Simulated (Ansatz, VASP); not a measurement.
# BaS: VASP beside Ansatz

The input POSCAR:

```
BaS
1.0
    0.0000000000      3.2445312546      3.2445312546
    3.2445312546      0.0000000000      3.2445312546
    3.2445312546      3.2445312546      0.0000000000
Ba S
1 1
Direct
    0.0000000000      0.0000000000      0.0000000000
    0.5000000000      0.5000000000      0.5000000000
```

The input INCAR.step1:

```
SYSTEM = BaS
PREC = Accurate ; ENCUT = 520
ISMEAR = 0 ; SIGMA = 0.02
LREAL = .False. ; LASPH = .True.
NELM = 100 ; NBANDS = 15
GGA = PE ; ALGO = Normal
EDIFF = 1E-4 ; LWAVE = .True.
LCHARG = .False.
```

File INCAR.step2:

```
SYSTEM = BaS
PREC = Accurate ; ENCUT = 520
EDIFF = 1E-6 ; ISMEAR = 0
SIGMA = 0.02 ; LREAL = .False.
LASPH = .True. ; NELM = 100
ALGO = Normal ; ISIF = 2
LWAVE = .False. ; LCHARG = .False.
METAGGA = R2SCAN ; LMIXTAU = .True.
NBANDS = 15 ; ISTART = 1
```

The input KPOINTS:

```
Automatic mesh
0
Gamma
  6 6 6
  0 0 0
```

Input for Ansatz:

```yaml
crystal:
  lattice:
    - [0.0, 3.2445312546, 3.2445312546]
    - [3.2445312546, 0.0, 3.2445312546]
    - [3.2445312546, 3.2445312546, 0.0]
  atoms:
    - { symbol: Ba, position: [0.0, 0.0, 0.0] }
    - { symbol: S, position: [0.5, 0.5, 0.5] }
basis:
  ecutwfc: 500
kpoints:
  mp_grid: { grid: [6, 6, 6] }
hamiltonian:
  xc: r2scan
scf:
  occupations: { method: gaussian, width: 0.02 }
output:
  forces: true
  stress: true
  eigenvalues: true
```

Alike in both runs: task single point; functional r2SCAN; k mesh 6 × 6 × 6; occupations gaussian, width 0.02 eV; no spin polarisation.

|  | VASP | Ansatz |
| --- | --- | --- |
| version | VASP 6.6.1 | Ansatz 0.2.0 |
| potentials or method | VASP PAW PBE potentials, release 64 (Ba_sv, S), cutoff 520 eV | scalar-relativistic, plane waves, PAW |
| valence electrons in the cell | 16 | 16 |

Ansatz gave:

* gap on the k mesh at the Fermi level (eV): 2.62
* least direct gap on the mesh (eV): 2.75
* pressure (GPa): -1.2

Estimate VASP's values.

gap on the k mesh at the Fermi level (eV): 2.54; least direct gap on the mesh (eV): 2.69; pressure (GPa): -0.7.

VASP's potentials were made for PBE, not for r2SCAN. With one functional, cell and mesh, what is left measures potentials, basis and numerics.

Neither program's run includes spin-orbit coupling.
